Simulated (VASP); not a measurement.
Ta: single point with PBEsol

Crystal: Ta.

```
Ta
1.0
     3.04391   -0.18182   -0.02247
    -1.67941    2.49881   -0.11582
    -0.03990   -0.26053    5.21973
Ta
2
Cartesian
  1.4146 0.9228 3.8388
  -0.0900 1.1337 1.2426
```

```yaml
Program: VASP 6.6.1
Task: single point
Functional: PBEsol
Potentials_or_basis: VASP PAW PBE potentials, release 64 (Ta_pv)
Cutoff: 520 eV
k_mesh: 12 × 12 × 8
Occupations: gaussian, width 0.15 eV
Spin: no spin polarisation
```

```
Pressure               : -9.3 GPa
Largest force          : 0.008 eV/Å
Band gap on the k mesh : zero (bands 11 and 12 overlap by 2.61 eV)
```

Forces in eV/Å, atoms in the order of the input:
```
Ta  -0.002 -0.008  0.003
Ta   0.002  0.008 -0.003
```

Stress tensor (GPa, compression positive):
```
 -3.04   5.61  -0.71
  5.61  -6.57   3.00
 -0.71   3.00 -18.34
```

Levels at points of the mesh, in eV from the Fermi level:
```tsv
k point	band 7	band 8	band 9	band 10	band 11	band 12	band 13	band 14	band 15	band 16
(0.00, 0.00, 0.00)	-7.88	-4.63	-0.98	-0.84	0.06	0.52	1.79	2.75	2.90	4.77
(0.50, 0.00, 0.00)	-3.25	-3.24	-1.97	-1.92	0.08	0.09	2.47	2.53	5.81	5.82
(0.00, 0.50, 0.00)	-4.26	-3.95	-3.42	0.11	1.07	1.22	3.40	5.41	5.48	5.64
(0.50, 0.50, 0.00)	-3.54	-3.54	-1.98	-1.95	-0.95	-0.93	4.07	4.13	6.51	6.52
(0.00, 0.00, 0.50)	-6.09	-6.08	-1.04	-1.04	-0.39	-0.39	2.86	2.87	3.35	3.37
(0.50, 0.00, 0.50)	-4.19	-4.16	-2.51	-1.34	1.68	2.02	2.91	3.54	5.35	5.49
(0.00, 0.50, 0.50)	-3.25	-3.24	-2.26	-2.24	1.05	1.06	2.13	2.15	6.09	6.11
(0.50, 0.50, 0.50)	-4.41	-4.37	-2.74	-1.85	0.83	1.23	3.38	5.14	5.81	6.17
```

It used 240 s of CPU time on 1 thread of Intel(R) Xeon(R) Platinum 8488C (Sapphire Rapids), on a shared host.

Caveat: the cell stands under tension; the PAW data sets were made with another functional, which shifts forces and pressure a little; spin-orbit coupling is left out, which moves the levels of the heavy elements.
